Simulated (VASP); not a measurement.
# MnCo (Pm-3m) in VASP: further runs

Runs on MnCo. Level: LDA. Tasks: single point.

All numbers are computed with VASP 6.6.1; they aren't measurements. Logs are shortened: lines on timing, memory, paths and dates and some standing lists are left out, and cuts for length are marked.

### Step 1. The cell of the first run

It takes space group Pm-3m (No. 221, cubic). Conventional cell: a = 2.854 Å, b = 2.854 Å, c = 2.854 Å, α = 90.00°, β = 90.00°, γ = 90.00°. Mn (site symmetry m-3m) has 8 Co at 2.47 Å and 6 Mn at 2.85 Å within 3.3 Å. Co (site symmetry m-3m) has 8 Mn at 2.47 Å and 6 Co at 2.85 Å within 3.3 Å.

### Step 2. Single point, LDA

INCAR

```
PREC = Accurate ; ENCUT = 520
EDIFF = 1E-6 ; ISMEAR = -1
SIGMA = 0.02 ; LREAL = F
LASPH = T ; NELM = 80
ALGO = Normal ; ISIF = 2
LWAVE = F ; LCHARG = F
GGA = CA ; NBANDS = 18
```

KPOINTS

```
Automatic mesh
0
Gamma
  10 10 10
```

POSCAR

```
MnCo
1.0
    2.8536000000      0.0000000000      0.0000000000
    0.0000000000      2.8536000000      0.0000000000
    0.0000000000      0.0000000000      2.8536000000
Mn Co
1 1
Direct
    0.0000000000      0.0000000000      0.0000000000
    0.5000000000      0.5000000000      0.5000000000
```

Potentials or basis: VASP PAW LDA potentials, release 64 (Mn_pv, Co).

Launch:

```
cat potpaw_LDA.64/Mn_pv/POTCAR potpaw_LDA.64/Co/POTCAR > POTCAR
mpirun -np 1 vasp_std > vasp.out
```

OUTCAR:

```text
PREC = Accurate
   ENCUT = 520
   EDIFF = 1E-6
   ISMEAR = -1
   LREAL = F
   LASPH = T
   NELM = 80
   ISIF = 2
   GGA = CA

 ion  position               nearest neighbor table
   1  0.000  0.000  0.000-   2 2.47   2 2.47   2 2.47   2 2.47   2 2.47   2 2.47   2 2.47   2 2.47

   2  0.500  0.500  0.500-   1 2.47   1 2.47   1 2.47   1 2.47   1 2.47   1 2.47   1 2.47   1 2.47

  LATTYP: Found a simple cubic cell.
 ALAT       =     2.8536000000

  Lattice vectors:

 A1 = (   2.8536000000,   0.0000000000,   0.0000000000)
 A2 = (   0.0000000000,   2.8536000000,   0.0000000000)
 A3 = (   0.0000000000,   0.0000000000,   2.8536000000)

Analysis of symmetry for initial positions (statically):
=====================================================================
 Subroutine PRICEL returns:
 Original cell was already a primitive cell.

 Routine SETGRP: Setting up the symmetry group for a
 simple cubic supercell.

 Subroutine GETGRP returns: Found 48 space group operations
 (whereof 48 operations were pure point group operations)
 out of a pool of 48 trial point group operations.

The static configuration has the point symmetry O_h .

Analysis of symmetry for dynamics (positions and initial velocities):
=====================================================================
 Subroutine PRICEL returns:
 Original cell was already a primitive cell.

 Routine SETGRP: Setting up the symmetry group for a
 simple cubic supercell.

 Subroutine GETGRP returns: Found 48 space group operations
 (whereof 48 operations were pure point group operations)
 out of a pool of 48 trial point group operations.

The dynamic configuration has the point symmetry O_h .

 Subroutine INISYM returns: Found 48 space group operations
 (whereof 48 operations are pure point group operations),
 and found     1 'primitive' translations

----------------------------------------------------------------------------------------

                                     Primitive cell

  volume of cell :      23.2370

  direct lattice vectors                    reciprocal lattice vectors
     2.853600000  0.000000000  0.000000000     0.350434539  0.000000000  0.000000000
     0.000000000  2.853600000  0.000000000     0.000000000  0.350434539  0.000000000
     0.000000000  0.000000000  2.853600000     0.000000000  0.000000000  0.350434539

  length of vectors
     2.853600000  2.853600000  2.853600000     0.350434539  0.350434539  0.350434539
[... 78 lines left out ...]
   LASPH  =      T    aspherical Exc in radial PAW
   ENCUT  =  520.0 eV  38.22 Ry    6.18 a.u.   5.31  5.31  5.31*2*pi/ulx,y,z
   NELM   =     80;   NELMIN=  2; NELMDL= -5     # of ELM steps
   EDIFF  = 0.1E-05   stopping-criterion for ELM
   LREAL  =      F    real-space projection
   EDIFFG = 0.1E-04   stopping-criterion for IOM
   NSW    =      0    number of steps for IOM
   IBRION =     -1    ionic relax: 0-MD 1-quasi-New 2-CG
   NFREE  =      0    steps in history (QN), initial steepest desc. (CG)
   ISIF   =      2    stress and relaxation
   ISYM   =      2    0-nonsym 1-usesym 2-fastsym
   POTIM  = 0.5000    time-step for ionic-motion
   TEBEG  =    0.0;   TEEND  =   0.0 temperature during run
   PSTRESS=    0.0 pullay stress
   NELECT =      22.0000    total number of electrons
   NUPDOWN=      -1.0000    fix difference up-down
   EMIN   =  10.00;   EMAX   =-10.00  energy-range for DOS
   EFERMI =   0.00;   METHOD = LEGACY
   ISMEAR =    -1;   SIGMA  =   0.02  broadening in eV -4-tet -1-fermi 0-gaus
   EFERMI_NEDOS =   21; number of points for ismear=-14 and -15
   IALGO  =     38    algorithm
   IMIX   =      4    mixing-type and parameters
     AMIX     =   0.40;   BMIX     =  1.00
     AMIX_MAG =   1.60;   BMIX_MAG =  1.00
  volume/ion in A,a.u.               =      11.62        78.41
  Fermi-wavevector in a.u.,A,eV,Ry     =   1.607518  3.037769 35.159026  2.584116
  Thomas-Fermi vector in A             =   2.703534
   LORBIT       =      0    0 simple, 1 ext, 2 COOP (PROOUT), +10 PAW based schemes
   GGA     = CA    functional components
   LHFCALC =     F    Hartree Fock is set to
   AEXX    =    0.0000 exact exchange contribution
   IVDW    =     0    specifies the selected vdW correction
   LEPSILON=     F    determine dielectric tensor
   LRPA    =     F    only Hartree local field effects (RPA)
 non-spin polarized calculation
  energy-cutoff  :      520.00
  volume of cell :       23.24
 maximum number of plane-waves:       639
 NGX is ok and might be reduce to    24
   NGX = 11   NGY = 11   NGZ = 11

 number of electron      21.9999999 magnetization

 Free energy of the ion-electron system (eV)
  ---------------------------------------------------
  ext. energy  EPLUGINS =         0.00000000
  ---------------------------------------------------
  free energy    TOTEN  =       -17.24938485 eV

  energy without entropy =      -17.24167166  energy(sigma->0) =      -17.24552825

 E-fermi :   9.1607     XC(G=0): -13.6282

 val. band max:        9.1588398407   @ k =   0.4000   0.3000   0.2000
 cond. band min:       9.1641709315   @ k =   0.5000   0.3000   0.2000
 fundamental gap:      0.0053310908
 Fermi energy:         9.1606600104

 k-point     1 :       0.0000    0.0000    0.0000
  band No.  band energies     occupation
      1     -38.4332      2.00000
      2     -38.4332      2.00000
      3     -38.4332      2.00000
      4       0.9152      2.00000
      5       5.1583      2.00000
      6       5.1583      2.00000
[... 481 lines left out ...]
      5       5.8006      2.00000
      6       6.0096      2.00000
[... 10 lines left out ...]
     17      20.8838      0.00000
     18      27.0118      0.00000

 [... further k-points ...]

------------------------ aborting loop because EDIFF is reached ----------------------------------------

  FORCE on cell =-STRESS in cart. coord.  units (eV):
  Direction    XX          YY          ZZ          XY          YZ          ZX
  --------------------------------------------------------------------------------------
  -------------------------------------------------------------------------------------
  Total       -4.7765738     -4.7765738     -4.7765738     -0.0000000      0.0000000     -0.0000000
  in kB     -329.3425062   -329.3425062   -329.3425062     -0.0000000      0.0000000     -0.0000000
  external PRESSURE =    -329.3425062 kB  Pullay stress =       0.0000000 kB

 VOLUME and BASIS-vectors are now :
 -----------------------------------------------------------------------------
  energy-cutoff  :      520.00
  volume of cell :       23.24
      direct lattice vectors                 reciprocal lattice vectors
     2.853600000  0.000000000  0.000000000     0.350434539  0.000000000  0.000000000
     0.000000000  2.853600000  0.000000000     0.000000000  0.350434539  0.000000000
     0.000000000  0.000000000  2.853600000     0.000000000  0.000000000  0.350434539

 POSITION                                       TOTAL-FORCE (eV/Angst)
 -----------------------------------------------------------------------------------
      0.00000      0.00000      0.00000         0.000000      0.000000      0.000000
      1.42680      1.42680      1.42680         0.000000      0.000000      0.000000
 -----------------------------------------------------------------------------------
    total drift:                                0.000000      0.000000     -0.000000

  FREE ENERGIE OF THE ION-ELECTRON SYSTEM (eV)
  ---------------------------------------------------
  free  energy   TOTEN  =       -17.2493848495 eV

  energy  without entropy=      -17.2416716568  energy(sigma->0) =      -17.24552825
```

OSZICAR:

```text
N       E                     dE             d eps       ncg     rms          rms(c)
DAV:   1     0.153693285531E+03    0.15369E+03   -0.12136E+04  2096   0.164E+03
DAV:   2    -0.152951545039E+02   -0.16899E+03   -0.16391E+03  2018   0.358E+02
DAV:   3    -0.203529469478E+02   -0.50578E+01   -0.50035E+01  2116   0.765E+01
DAV:   4    -0.204326738628E+02   -0.79727E-01   -0.79699E-01  2350   0.887E+00
DAV:   5    -0.204354447668E+02   -0.27709E-02   -0.27708E-02  2378   0.173E+00    0.161E+01
DAV:   6    -0.205928285439E+02   -0.15738E+00   -0.40345E+01  2136   0.647E+01    0.294E+01
DAV:   7    -0.215784444165E+02   -0.98562E+00   -0.71788E+01  2570   0.879E+01    0.236E+01
DAV:   8    -0.174142529882E+02    0.41642E+01   -0.63089E+00  2226   0.438E+01    0.522E+00
DAV:   9    -0.172645013995E+02    0.14975E+00   -0.51272E-01  2968   0.720E+00    0.154E+00
DAV:  10    -0.172526418759E+02    0.11860E-01   -0.27594E-02  2226   0.182E+00    0.926E-01
DAV:  11    -0.172494979467E+02    0.31439E-02   -0.89147E-03  2846   0.101E+00    0.230E-01
DAV:  12    -0.172494062096E+02    0.91737E-04   -0.11611E-03  2430   0.425E-01    0.952E-02
DAV:  13    -0.172493923168E+02    0.13893E-04   -0.37352E-05  2462   0.763E-02    0.487E-02
DAV:  14    -0.172493848109E+02    0.75059E-05   -0.25782E-05  2240   0.598E-02    0.537E-03
DAV:  15    -0.172493848495E+02   -0.38557E-07   -0.14691E-06  1280   0.131E-02
   1 F= -.17249385E+02 E0= -.17245528E+02  d E =-.771319E-02
```

Wall time 24 s (1 thread of AMD EPYC 7R13 (Zen 3), shared host); peak memory 0.11 GiB.

Results:

| Quantity | Value |
| --- | --- |
| Free energy | -17.2494 eV |
| Pressure | -32.9 GPa |
| Band gap on the k mesh | zero (band 11 reaches 9.74 eV, above the bottom of band 12 at 8.40 eV) |

Caveat: the run has no spin polarisation, though such a crystal can be magnetic.

### Step 3. Single point, LDA, collinear spin, ferromagnetic start

INCAR

```
SYSTEM = MnCo
PREC = Accurate
ENCUT = 520
EDIFF = 1E-6
ISMEAR = -1
SIGMA = 0.02
LREAL = .FALSE.
LASPH = .TRUE.
NELM = 150
ALGO = Normal
ISIF = 2
LWAVE = .FALSE.
LCHARG = .FALSE.
ISPIN = 2
MAGMOM = 3.2 2
LORBIT = 11
LMAXMIX = 4
NBANDS = 22
```

KPOINTS

```
regular mesh
0
G
  10 10 10
  0 0 0
```

POSCAR is that of step 2.

Potentials or basis: VASP PAW LDA potentials, release 64 (Mn_pv, Co).

Launch:

```
cat potpaw_LDA.64/Mn_pv/POTCAR potpaw_LDA.64/Co/POTCAR > POTCAR
mpirun -np 1 vasp_std > vasp.out
```

Run time: 54 s. Hardware: 1 thread of AMD EPYC 7R13 (Zen 3), shared host; peak memory 0.13 GiB.

Results (log left out):

| Property | Result |
| --- | --- |
| Free energy | -17.8475 eV |
| Pressure | -17.3 GPa |
| Band gap on the k mesh | zero (filled and empty bands overlap) |
| Net moment | 4.01 μB per cell |
| Site moments | Mn +2.72; Co +1.23 μB |
| Valence electrons inside the program's atomic spheres | Mn 11.74; Co 8.30 |

Levels at points of the mesh, in eV from the Fermi level:
Spin up:
```
           k point  band 10  band 11  band 12  band 13  band 14  band 15  band 16  band 17
(0.00, 0.00, 0.00)    -0.92    -0.92     0.25     0.25     0.25     9.44     9.44     9.44
(0.50, 0.00, 0.00)    -1.63    -1.63    -1.30    -0.74    -0.21     0.78    16.45    16.45
(0.50, 0.50, 0.00)    -0.70    -0.26     0.27     0.27     0.49     0.49     7.00     7.33
(0.50, 0.50, 0.50)    -1.10    -1.10    -0.22    -0.22     8.25     8.25     8.25     8.55
```
Spin down:
| k point | band 7 | band 8 | band 9 | band 10 | band 11 | band 12 |
| --- | --- | --- | --- | --- | --- | --- |
| (0.00, 0.00, 0.00) | -0.93 | -0.93 | -0.93 | 1.20 | 1.20 | 2.30 |
| (0.50, 0.00, 0.00) | -0.99 | -0.99 | -0.55 | -0.30 | 0.48 | 0.48 |
| (0.50, 0.50, 0.00) | -2.01 | 0.44 | 0.65 | 0.70 | 0.70 | 1.40 |
| (0.50, 0.50, 0.50) | -1.69 | -1.69 | -1.69 | 0.48 | 0.48 | 2.47 |

### Step 4. Single point, LDA, collinear spin, ferrimagnetic start

INCAR

```
SYSTEM = MnCo
PREC = Accurate
ENCUT = 520
EDIFF = 1E-6
ISMEAR = -1
SIGMA = 0.02
LREAL = .False.
LASPH = .True.
NELM = 150
ALGO = Normal
ISIF = 2
LWAVE = .False.
LCHARG = .False.
ISPIN = 2
MAGMOM = 3.2 -2
LORBIT = 11
LMAXMIX = 4
GGA = CA
NBANDS = 22
```

KPOINTS

```
regular mesh
0
Gamma
  10 10 10
  0 0 0
```

POSCAR is that of step 3.

Potentials or basis: VASP PAW LDA potentials, release 64 (Mn_pv, Co).

Launch:

```
cat potpaw_LDA.64/Mn_pv/POTCAR potpaw_LDA.64/Co/POTCAR > POTCAR
mpirun -np 1 vasp_std > vasp.out
```

OUTCAR:

```text
SYSTEM = MnCo
   PREC = Accurate
   ENCUT = 520
   EDIFF = 1E-6
   ISMEAR = -1
   LREAL = .False.
   LASPH = .True.
   NELM = 150
   ISIF = 2
   ISPIN = 2
   LORBIT = 11
   GGA = CA

 ion  position               nearest neighbor table
   1  0.000  0.000  0.000-   2 2.47   2 2.47   2 2.47   2 2.47   2 2.47   2 2.47   2 2.47   2 2.47

   2  0.500  0.500  0.500-   1 2.47   1 2.47   1 2.47   1 2.47   1 2.47   1 2.47   1 2.47   1 2.47

  LATTYP: Found a simple cubic cell.
 ALAT       =     2.8536000000

  Lattice vectors:

 A1 = (   2.8536000000,   0.0000000000,   0.0000000000)
 A2 = (   0.0000000000,   2.8536000000,   0.0000000000)
 A3 = (   0.0000000000,   0.0000000000,   2.8536000000)

Analysis of symmetry for initial positions (statically):
=====================================================================
 Subroutine PRICEL returns:
 Original cell was already a primitive cell.

 Routine SETGRP: Setting up the symmetry group for a
 simple cubic supercell.

 Subroutine GETGRP returns: Found 48 space group operations
[... 800 lines left out ...]
      5       5.1582      1.00000
      6       5.1582      1.00000
[... 589 lines left out ...]
     21      29.0004      0.00000
     22      32.7781      0.00000

 [... further k-points ...]

------------------------ aborting loop because EDIFF is reached ----------------------------------------

  FORCE on cell =-STRESS in cart. coord.  units (eV):
  Direction    XX          YY          ZZ          XY          YZ          ZX
  --------------------------------------------------------------------------------------
  -------------------------------------------------------------------------------------
  Total       -4.7714142     -4.7714142     -4.7714142     -0.0000000      0.0000000     -0.0000000
  in kB     -328.9867518   -328.9867518   -328.9867518     -0.0000000      0.0000000     -0.0000000
  external PRESSURE =    -328.9867518 kB  Pullay stress =       0.0000000 kB

 VOLUME and BASIS-vectors are now :
 -----------------------------------------------------------------------------
  energy-cutoff  :      520.00
  volume of cell :       23.24
      direct lattice vectors                 reciprocal lattice vectors
     2.853600000  0.000000000  0.000000000     0.350434539  0.000000000  0.000000000
     0.000000000  2.853600000  0.000000000     0.000000000  0.350434539  0.000000000
     0.000000000  0.000000000  2.853600000     0.000000000  0.000000000  0.350434539

 POSITION                                       TOTAL-FORCE (eV/Angst)
 -----------------------------------------------------------------------------------
      0.00000      0.00000      0.00000         0.000000      0.000000      0.000000
      1.42680      1.42680      1.42680         0.000000      0.000000      0.000000
 -----------------------------------------------------------------------------------
    total drift:                                0.000000      0.000000     -0.000000

  FREE ENERGIE OF THE ION-ELECTRON SYSTEM (eV)
  ---------------------------------------------------
  free  energy   TOTEN  =       -17.2493844783 eV

  energy  without entropy=      -17.2416789171  energy(sigma->0) =      -17.24553170

 total charge

# of ion       s       p       d       tot
------------------------------------------
    1        0.364   6.311   5.068  11.742
    2        0.488   0.504   7.292   8.283
--------------------------------------------------
tot          0.852   6.814  12.359  20.026

 magnetization (x)

# of ion       s       p       d       tot
------------------------------------------
    1        0.000   0.000   0.002   0.002
    2       -0.000  -0.000  -0.003  -0.003
--------------------------------------------------
tot         -0.000   0.000  -0.000  -0.000
```

OSZICAR:

```text
N       E                     dE             d eps       ncg     rms          rms(c)
DAV:   1     0.165508235050E+03    0.16551E+03   -0.11079E+04  5128   0.130E+03
DAV:   2    -0.123826482374E+02   -0.17789E+03   -0.16952E+03  5012   0.318E+02
DAV:   3    -0.196561639568E+02   -0.72735E+01   -0.71765E+01  5486   0.743E+01
[... 38 lines left out ...]
DAV:  42    -0.172493874407E+02   -0.51643E-05   -0.11281E-04  7860   0.962E-02    0.425E-02
DAV:  43    -0.172493861353E+02    0.13054E-05   -0.10382E-04  7274   0.918E-02    0.300E-02
DAV:  44    -0.172493839236E+02    0.22117E-05   -0.95893E-05  6590   0.984E-02    0.897E-03
DAV:  45    -0.172493843500E+02   -0.42638E-06   -0.23869E-05  3920   0.484E-02    0.923E-03
DAV:  46    -0.172493838386E+02    0.51137E-06   -0.29174E-05  4138   0.536E-02    0.109E-02
DAV:  47    -0.172493844783E+02   -0.63969E-06   -0.45186E-06  2578   0.217E-02
   1 F= -.17249384E+02 E0= -.17245532E+02  d E =-.770556E-02  mag=     0.0000
```

stdout:

```text
POSCAR found type information on POSCAR MnCo
 POSCAR found :  2 types and       2 ions
 scaLAPACK will be used
 LDA part: xc-table for (Slater(with rela. corr.)+CA(PZ))
 , standard interpolation
 POSCAR, INCAR and KPOINTS ok, starting setup
 FFT: planning ... GRIDC
 FFT: planning ... GRID_SOFT
 FFT: planning ... GRID
 WAVECAR not read
 entering main loop
```

Wall time 3.1 min (1 thread of AMD EPYC 7R13 (Zen 3), shared host); peak memory 0.13 GiB.

Results:

```
Free energy                                           : -17.2494 eV
Pressure                                              : -32.9 GPa
Band gap on the k mesh                                : zero (filled and empty bands overlap)
Net moment                                            : 0.00 μB per cell
Valence electrons inside the program's atomic spheres : Mn 11.74; Co 8.28
```

Caveat: the starting moments collapsed, and a magnetic state may lie lower.
